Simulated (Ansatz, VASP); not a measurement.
**TiSi2: VASP beside Ansatz**

Contents of INCAR:

```
SYSTEM = TiSi2
ALGO = Normal
EDIFF = 1E-7
ENCUT = 520
GGA = PS
ISIF = 2
ISMEAR = -1
LASPH = .True.
LCHARG = .False.
LREAL = .False.
LWAVE = .False.
NBANDS = 29
NELM = 100
PREC = Accurate
SIGMA = 0.08
```

Contents of KPOINTS:

```
k-points
0
Gamma
  8 8 8
  0 0 0
```

POSCAR

```
TiSi2
1.0
    0.1256925000      4.1819225000      4.3232700000
    2.4504225000      0.0997200000      4.2972975000
    2.4482700000      4.1537975000      0.0975675000
Ti Si
2 4
Direct
    0.7500000000      0.7500000000      0.7500000000
    0.5000000000      0.5000000000      0.5000000000
    0.0830000000      0.4170000000      0.0830000000
    0.4170000000      0.0830000000      0.4170000000
    0.1670000000      0.8330000000      0.1670000000
    0.8330000000      0.1670000000      0.8330000000
```

Input for Ansatz:

```yaml
crystal:
  lattice:
    - [0.1256925, 4.1819225, 4.32327]
    - [2.4504225, 0.09972, 4.2972975]
    - [2.44827, 4.1537975, 0.0975675]
  atoms:
    - { symbol: Ti, position: [0.75, 0.75, 0.75] }
    - { symbol: Ti, position: [0.5, 0.5, 0.5] }
    - { symbol: Si, position: [0.083, 0.417, 0.083] }
    - { symbol: Si, position: [0.417, 0.083, 0.417] }
    - { symbol: Si, position: [0.167, 0.833, 0.167] }
    - { symbol: Si, position: [0.833, 0.167, 0.833] }
kpoints:
  mp_grid: { grid: [8, 8, 8] }
  band_path:
    path:
      - [0.0, 0.0, 0.0]
      - [0.5, 0.5, 0.0]
      - [0.5, 0.0, 0.5]
      - [0.0, 0.0, 0.0]
      - [-0.5, -0.5, -0.5]
      - [0.5, 0.0, 0.0]
      - [0.0, 0.0, 0.0]
      - [0.0, -0.5, 0.0]
      - [0.0, 0.0, -0.5]
    npoints: 5
scf:
  occupations: { method: fermi_dirac, width: 0.08 }
hamiltonian:
  xc: pbesol
  pseudopotentials: { kind: all_electron, lapw: { basis_error: 0.0005 } }
output:
  forces: true
  stress: true
  eigenvalues: true
```

Change from the starting cell: equal xy, yz and zx shear strains of +3 %.

Alike in both runs: task single point; functional PBEsol; k mesh 8 × 8 × 8; occupations fermi-dirac, width 0.08 eV; no spin polarisation.

|  | VASP | Ansatz |
| --- | --- | --- |
| version | VASP 6.6.1 | Ansatz 0.2.0 |
| potentials or method | VASP PAW PBE potentials, release 64 (Ti_sv, Si), cutoff 520 eV | all-electron LAPW, scalar-relativistic |

|  | VASP | Ansatz | Ansatz less VASP |
| --- | --- | --- | --- |
| pressure (GPa) | -1.2 | -1.3 | -0.13 |
| traceless stress, the component that is largest in VASP (GPa) | -4.64 | -4.63 | +0.010 |
| rms of the force components (eV/Å) | 0.146 | 0.146 | -0.0004 |

VASP's potentials were made for PBE, not for PBEsol. Atom by atom the forces differ by 0.001 eV/Å (rms over components). Ansatz ran all-electron here, and VASP with PAW potentials.
